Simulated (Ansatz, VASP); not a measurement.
**Al2Cu in VASP and in Ansatz**

Contents of POSCAR:

```
Al2Cu
1.0
    4.1051820000      0.0000000000      0.0000000000
    0.0000000000      4.1051820000      0.0000000000
    0.0000000000      0.0000000000      2.8913130000
Al Cu
2 1
Direct
    0.5000000000      0.0000000000      0.5000000000
    0.0000000000      0.5000000000      0.5000000000
    0.0000000000      0.0000000000      0.0000000000
```

Contents of INCAR.step1:

```
PREC = Accurate ; ENCUT = 520
ISMEAR = 0 ; SIGMA = 0.01
LREAL = False ; LASPH = True
NELM = 100 ; NBANDS = 16
GGA = PE ; ALGO = Normal
EDIFF = 1E-4 ; LWAVE = True
LCHARG = False
```

The input INCAR.step2:

```
PREC = Accurate ; ENCUT = 520
EDIFF = 1E-6 ; ISMEAR = 0
SIGMA = 0.01 ; LREAL = False
LASPH = True ; NELM = 100
ALGO = Normal ; ISIF = 2
LWAVE = False ; LCHARG = False
METAGGA = R2SCAN ; LMIXTAU = True
NBANDS = 16 ; ISTART = 1
```

KPOINTS

```
Automatic mesh
0
Gamma
  10 10 14
```

Input for Ansatz:

```yaml
crystal:
  lattice:
    - [4.105182, 0.0, 0.0]
    - [0.0, 4.105182, 0.0]
    - [0.0, 0.0, 2.891313]
  atoms:
    - { symbol: Al, position: [0.5, 0.0, 0.5] }
    - { symbol: Al, position: [0.0, 0.5, 0.5] }
    - { symbol: Cu, position: [0.0, 0.0, 0.0] }
basis:
  ecutwfc: 500
kpoints:
  mp_grid: { grid: [10, 10, 14] }
hamiltonian:
  xc: r2scan
scf:
  occupations: { method: gaussian, width: 0.01 }
output:
  forces: true
  stress: true
  eigenvalues: true
```

Alike in both runs: task single point; functional r2SCAN; k mesh 10 × 10 × 14; occupations gaussian, width 0.01 eV; no spin polarisation.

|  | VASP | Ansatz |
| --- | --- | --- |
| version | VASP 6.6.1 | Ansatz 0.2.0 |
| potentials or method | VASP PAW PBE potentials, release 64 (Al, Cu), cutoff 520 eV | scalar-relativistic, plane waves, PAW |
| valence electrons in the cell | 17 | 25 |

```csv
,VASP,Ansatz,Ansatz less VASP
gap on the k mesh at the Fermi level (eV),none,none,-
pressure (GPa),-2.3,-2.1,+0.16
"traceless stress, the component that is largest in VASP (GPa)",-0.53,-0.49,+0.035
```

VASP's potentials were made for PBE, not for r2SCAN. A gap of «none» marks a metal or a gap that the smearing closes. VASP's potentials hold 17 valence electrons a cell and Ansatz's 25, so a difference there can come from the potentials and not from the codes.
